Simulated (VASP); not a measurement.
# AlNi (P4/mmm) in VASP: further runs

AlNi is run at these levels: PBEsol; tasks: single point.

Everything below comes from runs of VASP 6.6.1. Logs are shortened: lines on timing, memory, paths and dates and some standing lists are left out, and cuts for length are marked.

## 1. The cell of the first run

It takes space group P4/mmm (No. 123, tetragonal). Conventional cell: a = 2.763 Å, b = 2.763 Å, c = 2.639 Å, α = 90.00°, β = 90.00°, γ = 90.00°. Within 3.1 Å of Al (site symmetry 4/mmm) lie 8 Ni at 2.36 Å and 6 Al at 2.64 to 2.76 Å. Within 3.1 Å of Ni (site symmetry 4/mmm) lie 8 Al at 2.36 Å and 6 Ni at 2.64 to 2.76 Å.

## 2. Single point, PBEsol

INCAR reads:

```
SYSTEM = AlNi
  ALGO = Fast
  EDIFF = 1E-7
  ENCUT = 520
  GGA = PS
  ISIF = 2
  ISMEAR = 0
  LASPH = .TRUE.
  LCHARG = .FALSE.
  LREAL = .FALSE.
  LWAVE = .FALSE.
  NBANDS = 14
  NELM = 80
  PREC = Accurate
  SIGMA = 0.15
```

KPOINTS reads:

```
k-points
0
G
  16 16 16
  0 0 0
```

POSCAR reads:

```
AlNi
1.0
    1.9538327071     -1.9537807868      0.0000000000
    1.9538327071      1.9537807868      0.0000000000
    0.0000000000      0.0000000000      2.6394000000
Al Ni
1 1
Direct
    0.0000000000      0.0000000000      0.0000000000
    0.5000000000      0.5000000000      0.5000000000
```

Potentials or basis: VASP PAW PBE potentials, release 64 (Al, Ni).

Started as:

```
> cat potpaw_PBE.64/Al/POTCAR potpaw_PBE.64/Ni/POTCAR > POTCAR
> mpirun -np 1 vasp_std > vasp.out
```

OUTCAR:

```text
SYSTEM = AlNi
   EDIFF = 1E-7
   ENCUT = 520
   GGA = PS
   ISIF = 2
   ISMEAR = 0
   LASPH = .TRUE.
   LREAL = .FALSE.
   NELM = 80
   PREC = Accurate

 ion  position               nearest neighbor table
   1  0.000  0.000  0.000-   2 2.36   2 2.36   2 2.36   2 2.36   2 2.36   2 2.36   2 2.36   2 2.36

   2  0.500  0.500  0.500-   1 2.36   1 2.36   1 2.36   1 2.36   1 2.36   1 2.36   1 2.36   1 2.36

  LATTYP: Found a base centered orthorhombic cell.
 ALAT       =     3.9075615736
 B/A-ratio  =     1.0000265743
 C/A-ratio  =     0.6754596058

  Lattice vectors:

 A1 = (  -1.9538327071,  -1.9537807868,   0.0000000000)
 A2 = (   1.9538327071,  -1.9537807868,   0.0000000000)
 A3 = (   0.0000000000,   0.0000000000,   2.6394000000)

Analysis of symmetry for initial positions (statically):
=====================================================================
 Subroutine PRICEL returns:
 Original cell was already a primitive cell.

 Routine SETGRP: Setting up the symmetry group for a
 base centered orthorhombic supercell.

 Subroutine GETGRP returns: Found  8 space group operations
 (whereof  8 operations were pure point group operations)
 out of a pool of  8 trial point group operations.

The static configuration has the point symmetry D_2h.

Analysis of symmetry for dynamics (positions and initial velocities):
=====================================================================
 Subroutine PRICEL returns:
 Original cell was already a primitive cell.

 Routine SETGRP: Setting up the symmetry group for a
 base centered orthorhombic supercell.

 Subroutine GETGRP returns: Found  8 space group operations
 (whereof  8 operations were pure point group operations)
 out of a pool of  8 trial point group operations.

The dynamic configuration has the point symmetry D_2h.

 Subroutine INISYM returns: Found  8 space group operations
 (whereof  8 operations are pure point group operations),
 and found     1 'primitive' translations

----------------------------------------------------------------------------------------

                                     Primitive cell

  volume of cell :      20.1511

  direct lattice vectors                    reciprocal lattice vectors
     1.953832707 -1.953780787  0.000000000     0.255907273 -0.255914074  0.000000000
     1.953832707  1.953780787  0.000000000     0.255907273  0.255914074  0.000000000
     0.000000000  0.000000000  2.639400000     0.000000000  0.000000000  0.378873987

  length of vectors
     2.763100000  2.763100000  2.639400000     0.361912345  0.361912345  0.378873987

  position of ions in fractional coordinates (direct lattice)
     0.000000000  0.000000000  0.000000000
     0.500000000  0.500000000  0.500000000

  ion indices of the primitive-cell ions
   primitive index   ion index
                 1           1
                 2           2

----------------------------------------------------------------------------------------

 KPOINTS: k-points

Automatic generation of k-mesh.
 Grid dimensions read from file:
 generate k-points for:   16   16   16

 Generating k-lattice:

  Cartesian coordinates                     Fractional coordinates (reciprocal lattice)
     0.015994205 -0.015994630  0.000000000     0.062500000  0.000000000  0.000000000
     0.015994205  0.015994630  0.000000000     0.000000000  0.062500000  0.000000000
     0.000000000  0.000000000  0.023679624     0.000000000  0.000000000  0.062500000

  Length of vectors
     0.022619522  0.022619522  0.023679624

  Shift w.r.t. Gamma in fractional coordinates (k-lattice)
     0.000000000  0.000000000  0.000000000

 Subroutine IBZKPT returns following result:
 ===========================================

 Found    657 irreducible k-points:

 Following reciprocal coordinates:
            Coordinates               Weight
  0.000000  0.000000  0.000000      1.000000
  0.062500  0.000000  0.000000      4.000000
  0.125000  0.000000  0.000000      4.000000
  0.187500  0.000000  0.000000      4.000000
  0.250000  0.000000  0.000000      4.000000
  0.312500  0.000000  0.000000      4.000000
[... 16 lines left out ...]
 -0.125000  0.062500  0.000000      4.000000
 -0.062500  0.062500  0.000000      2.000000
 [... further k-points ...]
   k-points           NKPTS =    657   k-points in BZ     NKDIM =    657   number of bands    NBANDS=     14
   number of dos      NEDOS =    301   number of ions     NIONS =      2
   total plane-waves  NPLWV =  11520
   dimension x,y,z NGX =    24 NGY =   24 NGZ =   20
   dimension x,y,z NGXF=    48 NGYF=   48 NGZF=   40
   ions per type =               1   1
   NGX,Y,Z   is equivalent  to a cutoff of  14.44, 14.44, 12.60 a.u.
   NGXF,Y,Z  is equivalent  to a cutoff of  28.88, 28.88, 25.19 a.u.
 SYSTEM =  AlNi
   PREC   = accura    normal or accurate (medium, high low for compatibility)
   ISTART =      0    job   : 0-new  1-cont  2-samecut
   ICHARG =      2    charge: 1-file 2-atom 10-const
   ISPIN  =      1    spin polarized calculation?
   LNONCOLLINEAR =      F non collinear calculations
   LSORBIT =      F    spin-orbit coupling
   LASPH  =      T    aspherical Exc in radial PAW
   ENCUT  =  520.0 eV  38.22 Ry    6.18 a.u.   5.14  5.14  4.91*2*pi/ulx,y,z
   NELM   =     80;   NELMIN=  2; NELMDL= -5     # of ELM steps
   EDIFF  = 0.1E-06   stopping-criterion for ELM
   LREAL  =      F    real-space projection
   EDIFFG = 0.1E-05   stopping-criterion for IOM
   NSW    =      0    number of steps for IOM
   IBRION =     -1    ionic relax: 0-MD 1-quasi-New 2-CG
   NFREE  =      0    steps in history (QN), initial steepest desc. (CG)
   ISIF   =      2    stress and relaxation
   ISYM   =      2    0-nonsym 1-usesym 2-fastsym
   POTIM  = 0.5000    time-step for ionic-motion
   TEBEG  =    0.0;   TEEND  =   0.0 temperature during run
   PSTRESS=    0.0 pullay stress
   NELECT =      13.0000    total number of electrons
   NUPDOWN=      -1.0000    fix difference up-down
   EMIN   =  10.00;   EMAX   =-10.00  energy-range for DOS
   EFERMI =   0.00;   METHOD = LEGACY
   ISMEAR =     0;   SIGMA  =   0.15  broadening in eV -4-tet -1-fermi 0-gaus
   EFERMI_NEDOS =   21; number of points for ismear=-14 and -15
   IALGO  =     68    algorithm
   IMIX   =      4    mixing-type and parameters
     AMIX     =   0.40;   BMIX     =  1.00
     AMIX_MAG =   1.60;   BMIX_MAG =  1.00
  volume/ion in A,a.u.               =      10.08        67.99
  Fermi-wavevector in a.u.,A,eV,Ry     =   1.414566  2.673142 27.225207  2.000996
  Thomas-Fermi vector in A             =   2.536095
   LORBIT       =      0    0 simple, 1 ext, 2 COOP (PROOUT), +10 PAW based schemes
   GGA     = PS    functional components
   LHFCALC =     F    Hartree Fock is set to
   AEXX    =    0.0000 exact exchange contribution
   IVDW    =     0    specifies the selected vdW correction
   LEPSILON=     F    determine dielectric tensor
   LRPA    =     F    only Hartree local field effects (RPA)
 non-spin polarized calculation
 RMM-DIIS sequential band-by-band and
 Gauss-broadening in eV      SIGMA  =   0.15
  energy-cutoff  :      520.00
  volume of cell :       20.15
 maximum number of plane-waves:       556
 NGX is ok and might be reduce to    24
   NGX = 11   NGY = 11   NGZ =  9

 number of electron      12.9999996 magnetization

 Free energy of the ion-electron system (eV)
  ---------------------------------------------------
  ext. energy  EPLUGINS =         0.00000000
  ---------------------------------------------------
  free energy    TOTEN  =       -11.24750999 eV

  energy without entropy =      -11.23916812  energy(sigma->0) =      -11.24333905

 E-fermi :  12.3514     XC(G=0): -13.0247

 val. band max:       12.3505587115   @ k =   0.1250   0.0625   0.3750
 cond. band min:      12.3631934328   @ k =   0.2500   0.0000   0.3750
 fundamental gap:      0.0126347213
 Fermi energy:        12.3513601506

 k-point     1 :       0.0000    0.0000    0.0000
  band No.  band energies     occupation
      1      -0.1086      2.00000
      2       8.1467      2.00000
      3       8.1889      2.00000
      4      10.2947      2.00000
      5      10.4637      2.00000
      6      10.4638      2.00000
      7      18.0059      0.00000
      8      18.0061      0.00000
      9      19.8989      0.00000
     10      20.8656      0.00000
     11      21.1672      0.00000
     12      29.4733      0.00000
     13      34.5467      0.00000
     14      35.7471      0.00000

 k-point     2 :       0.0625    0.0000    0.0000
  band No.  band energies     occupation
      1      -0.0297      2.00000
      2       8.1458      2.00000
      3       8.2040      2.00000
      4      10.2549      2.00000
      5      10.4323      2.00000
      6      10.4675      2.00000
      7      17.1968      0.00000
      8      18.1133      0.00000
      9      19.9974      0.00000
     10      21.0425      0.00000
     11      21.7777      0.00000
     12      29.6736      0.00000
     13      33.5985      0.00000
     14      34.9282      0.00000

 k-point     3 :       0.1250    0.0000    0.0000
  band No.  band energies     occupation
      1       0.2061      2.00000
      2       8.1172      2.00000
      3       8.2583      2.00000
      4      10.1451      2.00000
      5      10.3447      2.00000
      6      10.4784      2.00000
      7      15.7647      0.00000
      8      18.4255      0.00000
      9      20.2860      0.00000
     10      21.0310      0.00000
     11      23.1409      0.00000
     12      30.2960      0.00000
     13      32.0254      0.00000
     14      33.4576      0.00000
[... 324 lines left out ...]
 k-point    23 :      -0.1250    0.0625    0.0000
  band No.  band energies     occupation
      1       0.2842      2.00000
      2       8.1362      2.00000
      3       8.2592      2.00000
      4      10.0981      2.00000
      5      10.3479      2.00000
      6      10.4482      2.00000
      7      15.8266      0.00000
      8      17.6160      0.00000
      9      20.3840      0.00000
     10      21.7175      0.00000
     11      23.3029      0.00000
     12      30.4669      0.00000
     13      31.1004      0.00000
     14      33.4795      0.00000

 k-point    24 :      -0.0625    0.0625    0.0000
  band No.  band energies     occupation
      1       0.0491      2.00000
      2       8.1524      2.00000
      3       8.2130      2.00000
      4      10.2130      2.00000
      5      10.4311      2.00000
      6      10.4413      2.00000
      7      17.1301      0.00000
      8      17.4689      0.00000
      9      20.0957      0.00000
     10      21.6358      0.00000
     11      21.9849      0.00000
     12      29.8680      0.00000
     13      32.6457      0.00000
     14      34.7822      0.00000

 [... further k-points ...]
[... 5 lines left out ...]
  --------------------------------------------------------------------------------------
  -------------------------------------------------------------------------------------
  Total        4.3187683      4.3201975      5.1857203      0.0000000      0.0000000      0.0000000
  in kB      343.3776882    343.4913201    412.3075155      0.0000000      0.0000000      0.0000000
  external PRESSURE =     366.3921746 kB  Pullay stress =       0.0000000 kB

 VOLUME and BASIS-vectors are now :
 -----------------------------------------------------------------------------
  energy-cutoff  :      520.00
  volume of cell :       20.15
      direct lattice vectors                 reciprocal lattice vectors
     1.953832707 -1.953780787  0.000000000     0.255907273 -0.255914074  0.000000000
     1.953832707  1.953780787  0.000000000     0.255907273  0.255914074  0.000000000
     0.000000000  0.000000000  2.639400000     0.000000000  0.000000000  0.378873987

 POSITION                                       TOTAL-FORCE (eV/Angst)
 -----------------------------------------------------------------------------------
      0.00000      0.00000      0.00000        -0.000000     -0.000000      0.000000
      1.95383      0.00000      1.31970         0.000000      0.000000      0.000000
 -----------------------------------------------------------------------------------
    total drift:                                0.000000     -0.000000     -0.000000

  FREE ENERGIE OF THE ION-ELECTRON SYSTEM (eV)
  ---------------------------------------------------
  free  energy   TOTEN  =       -11.2475099907 eV

  energy  without entropy=      -11.2391681179  energy(sigma->0) =      -11.24333905
```

Run time: 92 s. Hardware: 1 thread of Intel Xeon Platinum 8488C (Sapphire Rapids), shared host; peak memory 0.29 GiB.

What came out:

```yaml
Free_energy: -11.2475 eV
Pressure: 36.6 GPa
```

Caveat: the PAW data sets were made with another functional, which shifts forces and pressure a little. Spin polarisation is off, so any magnetic state and its effect on volume and gap are missing.

## 3. Single point, PBEsol

This run uses another cell than the first one, of 10.30 Å³/atom, 1.022 times its volume.

INCAR reads:

```
SYSTEM = AlNi
ALGO = Fast ; EDIFF = 1E-6
ENCUT = 520 ; GGA = PS
ISIF = 2 ; ISMEAR = 0
LASPH = .True. ; LCHARG = .False.
LREAL = .False. ; LWAVE = .False.
NBANDS = 14 ; NELM = 100
PREC = Accurate ; SIGMA = 0.15
```

KPOINTS reads:

```
k-points
0
Gamma
  16 16 16
  0 0 0
```

POSCAR reads:

```
AlNi
1.0
    1.9201739771     -1.9201229512      0.0000000000
    1.9201739771      1.9201229512      0.0000000000
    0.0000000000      0.0000000000      2.7924000000
Al Ni
1 1
Direct
    0.0000000000      0.0000000000      0.0000000000
    0.5000000000      0.5000000000      0.5000000000
```

Potentials or basis: VASP PAW PBE potentials, release 64 (Al, Ni).

Started as:

```
> cat potpaw_PBE.64/Al/POTCAR potpaw_PBE.64/Ni/POTCAR > POTCAR
> mpirun -np 1 vasp_std > vasp.out
```

It took 94 s on 1 thread of Intel Xeon Platinum 8488C (Sapphire Rapids), shared host; peak memory 0.29 GiB.

Results (log left out):

| Item | Value |
| --- | --- |
| Free energy | -11.3477 eV |
| Pressure | 30.2 GPa |

Stress tensor (GPa, compression positive):
```
31.31  0.00  0.00
 0.00 31.32  0.00
 0.00  0.00 27.89
```

Levels at points of the mesh, in eV from the Fermi level:
```
           k point  band 4  band 5  band 6  band 7  band 8  band 9  band 10  band 11
(0.00, 0.00, 0.00)   -1.91   -1.91   -1.81    5.45    6.55    6.55     8.51     8.76
(0.50, 0.00, 0.00)   -2.86   -2.67   -1.78   -0.64    8.42   10.12    11.13    11.98
(0.50, 0.50, 0.00)   -3.15   -2.65   -2.65   -1.17    1.95    3.47    13.53    15.95
(0.00, 0.00, 0.50)   -2.67   -2.67   -1.72   -0.90    8.45   11.03    11.03    12.57
(0.50, 0.00, 0.50)   -3.29   -2.52   -2.49   -1.25    1.67    3.17    14.31    16.42
(0.50, 0.50, 0.50)   -1.23   -1.14    1.80    1.88    1.88    5.07     5.07     5.14
```

Caveat: the PAW data sets were made with another functional, which shifts forces and pressure a little. Spin polarisation is off, so any magnetic state and its effect on volume and gap are missing.

## 4. Single point, PBEsol

This run uses another cell than the first one, of 10.37 Å³/atom, 1.029 times its volume.

INCAR reads:

```
PREC     = Accurate       # precision mode
ENCUT    = 520            # plane-wave cutoff, eV
EDIFF    = 1E-7           # SCF threshold, eV
ISMEAR   = 0              # smearing method
SIGMA    = 0.15           # smearing width, eV
LREAL    = False          # projectors in reciprocal space
LASPH    = True           # aspherical terms in the spheres
NELM     = 100            # most SCF steps
ALGO     = Fast           # electronic algorithm
ISIF     = 2              # what is computed and relaxed
LWAVE    = False          # write WAVECAR
LCHARG   = True           # write CHGCAR
GGA      = PS             # functional
LELF     = True           # ELF
LVHAR    = True         
NBANDS   = 14             # bands
```

KPOINTS reads:

```
regular mesh
0
Gamma
  16 16 16
```

POSCAR reads:

```
AlNi
1.0
    1.9538327071     -1.9537807868      0.0000000000
    1.9538327071      1.9537807868      0.0000000000
    0.0000000000      0.0000000000      2.7159000000
Al Ni
1 1
Direct
    0.0000000000      0.0000000000      0.0000000000
    0.5000000000      0.5000000000      0.5000000000
```

Started as:

```
> cat potpaw_PBE.64/Al/POTCAR potpaw_PBE.64/Ni/POTCAR > POTCAR
> mpirun -np 1 vasp_std > vasp.out
```

It took 95 s on 1 thread of Intel Xeon Platinum 8488C (Sapphire Rapids), shared host; peak memory 0.3 GiB.

It converged, with:

- Free energy: -11.3762 eV
- Pressure: 27.9 GPa

Stress tensor (GPa, compression positive):
```
27.10  0.00  0.00
 0.00 27.11  0.00
 0.00  0.00 29.62
```

Levels at points of the mesh, in eV from the Fermi level:
| k point | band 3 | band 4 | band 5 | band 6 | band 7 | band 8 | band 9 | band 10 | band 11 | band 12 |
| --- | --- | --- | --- | --- | --- | --- | --- | --- | --- | --- |
| (0.00, 0.00, 0.00) | -3.98 | -1.90 | -1.84 | -1.84 | 5.91 | 5.91 | 6.60 | 8.55 | 8.68 | 16.47 |
| (0.50, 0.00, 0.00) | -3.41 | -2.75 | -2.63 | -1.73 | -0.78 | 8.43 | 10.48 | 11.12 | 12.14 | 12.71 |
| (0.50, 0.50, 0.00) | -3.37 | -3.37 | -2.47 | -2.47 | -1.24 | 1.62 | 3.10 | 14.28 | 16.57 | 16.57 |
| (0.00, 0.00, 0.50) | -3.37 | -2.75 | -2.75 | -1.78 | -0.62 | 8.44 | 10.55 | 10.55 | 12.34 | 12.34 |
| (0.50, 0.00, 0.50) | -3.28 | -3.19 | -2.57 | -2.55 | -1.20 | 1.80 | 3.29 | 13.80 | 16.07 | 16.28 |
| (0.50, 0.50, 0.50) | -4.86 | -1.20 | -1.15 | 1.84 | 1.84 | 1.89 | 5.01 | 5.07 | 5.21 | 5.21 |

Caveat: the PAW data sets were made with another functional, which shifts forces and pressure a little. Spin polarisation is off, so any magnetic state and its effect on volume and gap are missing.

[end of part 1 of 2]
